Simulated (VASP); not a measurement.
A run of VASP 6.6.1 is set up as follows.

File INCAR:

```
SYSTEM = TaVN2
ALGO = Normal
EDIFF = 1E-6
ENCUT = 520
GGA = PE
ISIF = 2
ISMEAR = -1
ISPIN = 2
LASPH = .True.
LCHARG = .True.
LELF = .True.
LMAXMIX = 4
LORBIT = 11
LREAL = .False.
LVHAR = .True.
LWAVE = .False.
MAGMOM = 0 2 0 0
NBANDS = 29
NELM = 150
PREC = Accurate
SIGMA = 0.05
```

The input KPOINTS:

```
k-points
0
Gamma
  9 9 6
  0 0 0
```

POSCAR

```
TaVN2
1.0
    3.0293974772      0.0000000000      0.0000000000
    0.0000000000      3.0293974772      0.0000000000
    0.0000000000      0.0000000000      4.2672285004
Ta V N
1 1 2
Direct
    0.0000000000      0.0000000000      0.0000000000
    0.5000000000      0.5000000000      0.5000000000
    0.5000000000      0.5000000000      0.0000000000
    0.0000000000      0.0000000000      0.5000000000
```

Potentials or basis: VASP PAW PBE potentials, release 64 (Ta_pv, V_sv, N).

Run with:

```console
$ cat potpaw_PBE.64/Ta_pv/POTCAR potpaw_PBE.64/V_sv/POTCAR potpaw_PBE.64/N/POTCAR > POTCAR
$ mpirun -np 1 vasp_std > vasp.out
```

(1) What does it give for the pressure?

(2) Predict the net moment.

(3) What does it give for the site moments?

## Answers

(1) 6.2 GPa.

(2) 1.05 μB per cell.

(3) Ta -0.05; V +1.00; N +0.02 μB.
